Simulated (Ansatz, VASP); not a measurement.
**One calculation of Ru, two programs**

File POSCAR:

```
Ru
1.0
    2.4577692522      0.0000000000      0.0000000000
    0.0000000000      2.4577692522      0.0000000000
    0.0000000000      0.0000000000      2.4577692522
Ru
1
Direct
    0.0000000000      0.0000000000      0.0000000000
```

File INCAR.step1:

```
PREC = Accurate
ENCUT = 620
ISMEAR = -1
SIGMA = 0.1
LREAL = F
LASPH = T
NELM = 120
NBANDS = 14
GGA = PE
ALGO = Normal
EDIFF = 1E-5
LWAVE = T
LCHARG = F
GGA_COMPAT = F
```

Contents of INCAR.step2:

```
PREC = Accurate
ENCUT = 620
EDIFF = 1E-6
ISMEAR = -1
SIGMA = 0.1
LREAL = F
LASPH = T
NELM = 120
ALGO = Normal
ISIF = 2
LWAVE = F
LCHARG = F
METAGGA = R2SCAN
LMIXTAU = T
NBANDS = 14
ISTART = 1
GGA_COMPAT = F
```

File KPOINTS:

```
regular mesh
0
Gamma
  14 14 14
```

Input for Ansatz:

```yaml
crystal:
  lattice:
    - [2.4577692522, 0.0, 0.0]
    - [0.0, 2.4577692522, 0.0]
    - [0.0, 0.0, 2.4577692522]
  atoms:
    - { symbol: Ru, position: [0.0, 0.0, 0.0] }
hamiltonian:
  xc: r2scan
  pseudopotentials:
    kind: paw
    azcp:
      Ru: "pseudopotentials/Ru.paw.azcp"
basis:
  ecutwfc: 500
  fft_grid_basis: typed
kpoints:
  mp_grid: { grid: [14, 14, 14], shift: [0, 0, 0] }
magnetization:
  spin_polarized: false
scf:
  occupations: { method: fermi_dirac, width: 0.1 }
  lower_state_search: "off"
output:
  stress: true
```

Alike in both runs: task single point; functional r2SCAN; k mesh 14 × 14 × 14; occupations fermi-dirac, width 0.1 eV; no spin polarisation.

|  | VASP | Ansatz |
| --- | --- | --- |
| version | VASP 6.6.1 | Ansatz 0.2.0 |
| potentials or method | VASP PAW PBE potentials, release 64 (Ru_sv), cutoff 620 eV | plane waves (500 eV) with PAW, scalar-relativistic |
| valence electrons in the cell | 16 | 16 |

|  | VASP | Ansatz | Ansatz less VASP |
| --- | --- | --- | --- |
| pressure (GPa) | 11.2 | 11.0 | -0.22 |

VASP's potentials were made for PBE, not for r2SCAN. The functional is the same, so the differences come from potentials, cutoffs and numerics.
